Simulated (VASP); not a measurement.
Wanted: the native input for a VASP 6.6.1 run.

- Task: single point
- Functional: LDA
- Potentials or basis: VASP PAW LDA potentials, release 64 (In_d, Sb)
- Cutoff: 520 eV
- k mesh: 9 × 9 × 9
- Occupations: methfessel-paxton, width 0.05 eV
- Spin: no spin polarisation
- Dipole correction: no
- Further INCAR settings: ALGO = Normal; EDIFF = 1e-06; NBANDS = 30

The structure of In3Sb lies in POSCAR:

```
In3Sb
1.0
    4.6655328571      0.0000000000      0.0000000000
    0.0000000000      4.6655328571      0.0000000000
    0.0000000000      0.0000000000      4.6655328571
In Sb
3 1
Direct
    0.5000000000      0.5000000000      0.0000000000
    0.5000000000      0.0000000000      0.5000000000
    0.0000000000      0.5000000000      0.5000000000
    0.0000000000      0.0000000000      0.0000000000
```

One way to write it, as run:

INCAR

```
PREC     = Accurate       # precision mode
ENCUT    = 520            # plane-wave cutoff, eV
EDIFF    = 1E-6           # SCF threshold, eV
ISMEAR   = 1              # smearing method
SIGMA    = 0.05           # smearing width, eV
LREAL    = F              # projectors in reciprocal space
LASPH    = T              # aspherical terms in the spheres
NELM     = 100            # most SCF steps
ALGO     = Normal         # electronic algorithm
ISIF     = 2              # what is computed and relaxed
LWAVE    = F              # write WAVECAR
LCHARG   = T              # write CHGCAR
GGA      = CA             # functional
LELF     = T              # ELF
LVHAR    = T            
NBANDS   = 30             # bands
```

KPOINTS

```
Automatic mesh
0
Gamma
  9 9 9
```

Potentials or basis: VASP PAW LDA potentials, release 64 (In_d, Sb).

Command:

```console
$ cat potpaw_LDA.64/In_d/POTCAR potpaw_LDA.64/Sb/POTCAR > POTCAR
$ mpirun -np 1 vasp_std > vasp.out
```

Results of the run:

| Property | Result |
| --- | --- |
| Pressure | 0.1 GPa |
| Band gap on the k mesh | zero (bands 22 and 23 overlap by 3.46 eV) |

Caveat: spin-orbit coupling is left out, which moves the levels of the heavy elements.

It took 33 s on 1 thread of Intel(R) Xeon(R) 6975P-C (Granite Rapids), with other jobs on the host, peak memory 0.22 GiB.
